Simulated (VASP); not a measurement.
# O (Im-3m) in VASP: further runs

Runs on O. Level: PBE. Tasks: density of states.

Program: VASP 6.6.1. These are calculated values, not measurements. Logs are shortened: lines on timing, memory, paths and dates and some standing lists are left out, and cuts for length are marked.

### 1 The cell of the first run

It takes space group Im-3m (No. 229, cubic). Conventional cell: a = 2.299 Å, b = 2.299 Å, c = 2.299 Å, α = 90.00°, β = 90.00°, γ = 90.00°. O (site symmetry m-3m) has 14 O at 1.99 to 2.30 Å within 2.6 Å.

### 2 Density of states, PBE (volume scaled by 0.78)

File POSCAR:

```
O
1.0
   -1.1493653558      1.1493653558      1.1493653558
    1.1493653558     -1.1493653558      1.1493653558
    1.1493653558      1.1493653558     -1.1493653558
O
1
Direct
    0.0000000000      0.0000000000      0.0000000000
```

File INCAR.step1:

```
SYSTEM = O
  ALGO = Normal
  EDIFF = 1E-6
  ENCUT = 520
  GGA = PE
  ISIF = 2
  ISMEAR = -1
  LASPH = .TRUE.
  LCHARG = .TRUE.
  LREAL = .FALSE.
  LWAVE = .FALSE.
  NBANDS = 9
  NELM = 80
  PREC = Accurate
  SIGMA = 0.08
```

File KPOINTS.step1:

```
k-points
0
G
  19 19 19
  0 0 0
```

File INCAR.step2:

```
SYSTEM = O
  ALGO = Normal
  EDIFF = 1E-6
  ENCUT = 520
  GGA = PE
  ICHARG = 11
  ISIF = 2
  ISMEAR = -5
  LASPH = .TRUE.
  LCHARG = .FALSE.
  LORBIT = 10
  LREAL = .FALSE.
  LWAVE = .FALSE.
  NEDOS = 1001
  NELM = 80
  PREC = Accurate
  SIGMA = 0.08
```

File KPOINTS.step2:

```
k-points
0
G
  29 29 29
  0 0 0
```

Potentials or basis: VASP PAW PBE potentials, release 64 (O).

Started as:

```console
> cat potpaw_PBE.64/O/POTCAR > POTCAR
> cp INCAR.step1 INCAR
> cp KPOINTS.step1 KPOINTS
> mpirun -np 1 vasp_std > vasp.out
> cp INCAR.step2 INCAR
> cp KPOINTS.step2 KPOINTS
> mpirun -np 1 vasp_std > vasp.out
```

OUTCAR:

```text
SYSTEM = O
   EDIFF = 1E-6
   ENCUT = 520
   GGA = PE
   ICHARG = 11
   ISIF = 2
   ISMEAR = -5
   LASPH = .TRUE.
   LORBIT = 10
   LREAL = .FALSE.
   NELM = 80
   PREC = Accurate

 ion  position               nearest neighbor table
   1  0.000  0.000  0.000-

  LATTYP: Found a body centered cubic cell.
 ALAT       =     2.2987307116

  Lattice vectors:

 A1 = (  -1.1493653558,   1.1493653558,   1.1493653558)
 A2 = (   1.1493653558,  -1.1493653558,   1.1493653558)
 A3 = (   1.1493653558,   1.1493653558,  -1.1493653558)

Analysis of symmetry for initial positions (statically):
=====================================================================
 Subroutine PRICEL returns:
 Original cell was already a primitive cell.

 Routine SETGRP: Setting up the symmetry group for a
 body centered cubic supercell.

 Subroutine GETGRP returns: Found 48 space group operations
 (whereof 48 operations were pure point group operations)
 out of a pool of 48 trial point group operations.

The static configuration has the point symmetry O_h .

Analysis of symmetry for dynamics (positions and initial velocities):
=====================================================================
 Subroutine PRICEL returns:
 Original cell was already a primitive cell.

 Routine SETGRP: Setting up the symmetry group for a
 body centered cubic supercell.

 Subroutine GETGRP returns: Found 48 space group operations
 (whereof 48 operations were pure point group operations)
 out of a pool of 48 trial point group operations.

The dynamic configuration has the point symmetry O_h .

 Subroutine INISYM returns: Found 48 space group operations
 (whereof 48 operations are pure point group operations),
 and found     1 'primitive' translations

----------------------------------------------------------------------------------------

                                     Primitive cell

  volume of cell :       6.0734

  direct lattice vectors                    reciprocal lattice vectors
    -1.149365356  1.149365356  1.149365356     0.000000000  0.435022682  0.435022682
     1.149365356 -1.149365356  1.149365356     0.435022682  0.000000000  0.435022682
     1.149365356  1.149365356 -1.149365356     0.435022682  0.435022682  0.000000000

  length of vectors
     1.990759193  1.990759193  1.990759193     0.615214977  0.615214977  0.615214977

  position of ions in fractional coordinates (direct lattice)
     0.000000000  0.000000000  0.000000000

  ion indices of the primitive-cell ions
   primitive index   ion index
                 1           1

----------------------------------------------------------------------------------------

 KPOINTS: k-points

Automatic generation of k-mesh.
 Grid dimensions read from file:
 generate k-points for:   29   29   29

 Generating k-lattice:

  Cartesian coordinates                     Fractional coordinates (reciprocal lattice)
     0.000000000  0.015000782  0.015000782     0.034482759  0.000000000  0.000000000
     0.015000782  0.000000000  0.015000782     0.000000000  0.034482759  0.000000000
     0.015000782  0.015000782  0.000000000     0.000000000  0.000000000  0.034482759

  Length of vectors
     0.021214310  0.021214310  0.021214310

  Shift w.r.t. Gamma in fractional coordinates (k-lattice)
     0.000000000  0.000000000  0.000000000

 TETIRR: Found  29434 inequivalent tetrahedra from   146334

 Subroutine IBZKPT returns following result:
 ===========================================

 Found    680 irreducible k-points:

 Following reciprocal coordinates:
            Coordinates               Weight
  0.000000  0.000000  0.000000      1.000000
  0.034483  0.000000  0.000000     12.000000
  0.068966  0.000000  0.000000     12.000000
  0.103448  0.000000  0.000000     12.000000
  0.137931  0.000000  0.000000     12.000000
  0.172414  0.000000  0.000000     12.000000
[... 16 lines left out ...]
  0.275862  0.034483  0.000000     48.000000
  0.310345  0.034483  0.000000     48.000000
 [... further k-points ...]
   k-points           NKPTS =    680   k-points in BZ     NKDIM =    680   number of bands    NBANDS=      7
   number of dos      NEDOS =   1001   number of ions     NIONS =      1
   total plane-waves  NPLWV =   4096
   dimension x,y,z NGX =    16 NGY =   16 NGZ =   16
   dimension x,y,z NGXF=    32 NGYF=   32 NGZF=   32
   ions per type =               1
   NGX,Y,Z   is equivalent  to a cutoff of  13.36, 13.36, 13.36 a.u.
   NGXF,Y,Z  is equivalent  to a cutoff of  26.72, 26.72, 26.72 a.u.
 SYSTEM =  O
   PREC   = accura    normal or accurate (medium, high low for compatibility)
   ISTART =      0    job   : 0-new  1-cont  2-samecut
   ICHARG =     11    charge: 1-file 2-atom 10-const
   ISPIN  =      1    spin polarized calculation?
   LNONCOLLINEAR =      F non collinear calculations
   LSORBIT =      F    spin-orbit coupling
   LASPH  =      T    aspherical Exc in radial PAW
   ENCUT  =  520.0 eV  38.22 Ry    6.18 a.u.   3.70  3.70  3.70*2*pi/ulx,y,z
   NELM   =     80;   NELMIN=  2; NELMDL=  0     # of ELM steps
   EDIFF  = 0.1E-05   stopping-criterion for ELM
   LREAL  =      F    real-space projection
   EDIFFG = 0.1E-04   stopping-criterion for IOM
   NSW    =      0    number of steps for IOM
   IBRION =     -1    ionic relax: 0-MD 1-quasi-New 2-CG
   NFREE  =      0    steps in history (QN), initial steepest desc. (CG)
   ISIF   =      2    stress and relaxation
   ISYM   =      2    0-nonsym 1-usesym 2-fastsym
   POTIM  = 0.5000    time-step for ionic-motion
   TEBEG  =    0.0;   TEEND  =   0.0 temperature during run
   PSTRESS=    0.0 pullay stress
   NELECT =       6.0000    total number of electrons
   NUPDOWN=      -1.0000    fix difference up-down
   EMIN   =  10.00;   EMAX   =-10.00  energy-range for DOS
   EFERMI =   0.00;   METHOD = LEGACY
   ISMEAR =    -5;   SIGMA  =   0.08  broadening in eV -4-tet -1-fermi 0-gaus
   EFERMI_NEDOS =   21; number of points for ismear=-14 and -15
   IALGO  =     38    algorithm
   IMIX   =      4    mixing-type and parameters
     AMIX     =   0.40;   BMIX     =  1.00
     AMIX_MAG =   1.60;   BMIX_MAG =  1.00
  volume/ion in A,a.u.               =       6.07        40.99
  Fermi-wavevector in a.u.,A,eV,Ry     =   1.630474  3.081149 36.170336  2.658445
  Thomas-Fermi vector in A             =   2.722769
   LORBIT       =     10    0 simple, 1 ext, 2 COOP (PROOUT), +10 PAW based schemes
   GGA     = PE    functional components
   LHFCALC =     F    Hartree Fock is set to
   AEXX    =    0.0000 exact exchange contribution
   IVDW    =     0    specifies the selected vdW correction
   LEPSILON=     F    determine dielectric tensor
   LRPA    =     F    only Hartree local field effects (RPA)
 non-spin polarized calculation
 Fermi weights with tetrahedron method with Bloechl corrections
  energy-cutoff  :      520.00
  volume of cell :        6.07
 maximum number of plane-waves:       177

 number of electron       6.0000004 magnetization

 Free energy of the ion-electron system (eV)
  ---------------------------------------------------
  ext. energy  EPLUGINS =         0.00000000
  ---------------------------------------------------
  free energy    TOTEN  =        -2.19070678 eV

  energy without entropy =       -2.19070678  energy(sigma->0) =       -2.19070678

 E-fermi :   5.8875     XC(G=0): -13.6950

 val. band max:        5.9026036360   @ k =  -0.3448   0.3793   0.0345
 cond. band min:       5.9000925811   @ k =   0.2759   0.2759   0.0690
 fundamental gap:     -0.0025110549
 Fermi energy:         5.8874688222

 k-point     1 :       0.0000    0.0000    0.0000
  band No.  band energies     occupation
      1     -18.7387      2.00000
      2       8.5028      0.00000
      3       8.5028      0.00000
      4       8.5028      0.00000
      5      29.8362      0.00000
      6      45.6419      0.00000
      7      45.6419      0.00000

 k-point     2 :       0.0345    0.0000    0.0000
  band No.  band energies     occupation
      1     -18.6889      2.00000
      2       8.3857      0.00000
      3       8.4635      0.00000
      4       8.4968      0.00000
      5      29.9021      0.00000
      6      45.2247      0.00000
      7      45.2399      0.00000

 k-point     3 :       0.0690    0.0000    0.0000
  band No.  band energies     occupation
      1     -18.5402      2.00000
      2       8.0390      0.00000
      3       8.3488      0.00000
      4       8.4789      0.00000
      5      30.0911      0.00000
      6      43.8520      0.00000
      7      44.2165      0.00000

 k-point     4 :       0.1034    0.0000    0.0000
  band No.  band energies     occupation
      1     -18.2942      2.00000
      2       7.4796      0.00000
      3       8.1658      0.00000
      4       8.4490      0.00000
      5      30.3756      0.00000
      6      41.9280      0.00000
      7      42.9930      0.00000

 k-point     5 :       0.1379    0.0000    0.0000
  band No.  band energies     occupation
      1     -17.9525      2.00000
      2       6.7321     -0.05899
      3       7.9276      0.00000
      4       8.4087      0.00000
      5      30.7119      0.00000
      6      39.9898      0.00000
      7      41.7394      0.00000
[... 161 lines left out ...]
 k-point    22 :       0.2414    0.0345    0.0000
  band No.  band energies     occupation
      1     -16.0265      2.00000
      2       3.0510      2.00000
      3       6.8477      0.00000
      4       8.1587      0.00000
      5      31.0514      0.00000
      6      35.7062      0.00000
      7      37.8357      0.00000

 k-point    23 :       0.2759    0.0345    0.0000
  band No.  band energies     occupation
      1     -15.3181      2.00000
      2       1.8469      2.00000
      3       6.5429      0.00000
      4       8.0943      0.00000
      5      30.5075      0.00000
      6      35.5993      0.00000
      7      37.0338      0.00000

 k-point    24 :       0.3103    0.0345    0.0000
  band No.  band energies     occupation
      1     -14.5597      2.00000
      2       0.6313      2.00000
      3       6.2649     -0.02218
      4       8.0328      0.00000
      5      29.8387      0.00000
      6      35.7792      0.00000
      7      36.3540      0.00000

 [... further k-points ...]
[... 5 lines left out ...]
  --------------------------------------------------------------------------------------
  -------------------------------------------------------------------------------------
  Total        2.5098678      2.5098678      2.5098678     -0.0000000     -0.0000000     -0.0000000
  in kB      662.1054024    662.1054024    662.1054024     -0.0000000     -0.0000000     -0.0000000
  external PRESSURE =     662.1054024 kB  Pullay stress =       0.0000000 kB

 VOLUME and BASIS-vectors are now :
 -----------------------------------------------------------------------------
  energy-cutoff  :      520.00
  volume of cell :        6.07
      direct lattice vectors                 reciprocal lattice vectors
    -1.149365356  1.149365356  1.149365356     0.000000000  0.435022682  0.435022682
     1.149365356 -1.149365356  1.149365356     0.435022682  0.000000000  0.435022682
     1.149365356  1.149365356 -1.149365356     0.435022682  0.435022682  0.000000000

 POSITION                                       TOTAL-FORCE (eV/Angst)
 -----------------------------------------------------------------------------------
      0.00000      0.00000      0.00000        -0.000000      0.000000      0.000000
 -----------------------------------------------------------------------------------
    total drift:                                0.000000      0.000000     -0.000000

  FREE ENERGIE OF THE ION-ELECTRON SYSTEM (eV)
  ---------------------------------------------------
  free  energy   TOTEN  =        -2.1907067837 eV

  energy  without entropy=       -2.1907067837  energy(sigma->0) =       -2.19070678

 total charge

# of ion       s       p       d       tot
------------------------------------------
    1        1.682   2.982   0.000   4.664
```

Run time: 26 s. Hardware: 1 thread of Intel Xeon 6975P-C (Granite Rapids), shared host; peak memory 0.16 GiB.

Results:

```yaml
Valence_electrons_inside_the_program's_atomic_spheres: O 4.66
```

Levels at points of the mesh, in eV from the Fermi level:
| k point | band 1 | band 2 | band 3 | band 4 | band 5 | band 6 | band 7 |
| --- | --- | --- | --- | --- | --- | --- | --- |
| (0.00, 0.00, 0.00) | -24.63 | 2.62 | 2.62 | 2.62 | 23.95 | 39.75 | 39.75 |

Caveat: tetrahedron occupations give inexact forces and stress in metals.

(Part 1 of 2 ends here.)
